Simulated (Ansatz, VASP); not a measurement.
Sb in VASP and in Ansatz

File INCAR:

```
SYSTEM = Sb
ALGO = Normal
EDIFF = 1E-8
ENCUT = 520
GGA = PS
ISIF = 2
ISMEAR = -1
LASPH = .TRUE.
LCHARG = .FALSE.
LEFG = .TRUE.
LREAL = .FALSE.
LWAVE = .FALSE.
NBANDS = 8
NELM = 80
PREC = Accurate
SIGMA = 0.05
```

KPOINTS

```
k-points
0
G
  12 12 12
  0 0 0
```

File POSCAR:

```
Sb
1.0
    0.0691500000      2.3395750000      2.3395750000
    2.3395750000      0.0691500000      2.3395750000
    2.3395750000      2.3395750000      0.0691500000
Sb
1
Direct
    0.0000000000      0.0000000000      0.0000000000
```

Input for Ansatz:

```yaml
crystal:
  lattice:
    - [0.06915, 2.339575, 2.339575]
    - [2.339575, 0.06915, 2.339575]
    - [2.339575, 2.339575, 0.06915]
  atoms:
    - { symbol: Sb, position: [0.0, 0.0, 0.0] }
kpoints:
  mp_grid: { grid: [12, 12, 12] }
scf:
  occupations: { method: fermi_dirac, width: 0.05 }
hamiltonian:
  xc: pbesol
  pseudopotentials: { kind: all_electron, datasets: crystal }
output:
  forces: true
  stress: true
  eigenvalues: true
  efg: { contact_densities: true }
```

Change from the starting cell: equal xy, yz and zx shear strains of +3 %, crystal datasets.

Alike in both runs: task electric field gradients; functional PBEsol; k mesh 12 × 12 × 12; occupations fermi-dirac, width 0.05 eV; no spin polarisation.

|  | VASP | Ansatz |
| --- | --- | --- |
| version | VASP 6.6.1 | Ansatz 0.2.0 |
| potentials or method | VASP PAW PBE potentials, release 64 (Sb), cutoff 520 eV | all-electron PAW with datasets made for the crystal, scalar-relativistic |

Ansatz gave:

```
pressure (GPa)                                                : 5.7
traceless stress, the component that is largest in VASP (GPa) : -0.32
size of Vzz on the site where it differs most (V/Å²)          : 18.2
```

What did VASP give for the same quantities?

Pressure (GPa): 5.7; traceless stress, the component that is largest in VASP (GPa): -0.33; size of Vzz on the site where it differs most (V/Å²): 16.1.

VASP's potentials were made for PBE, not for PBEsol. Ansatz ran all-electron here, and VASP with PAW potentials.

Spin-orbit coupling is off throughout.
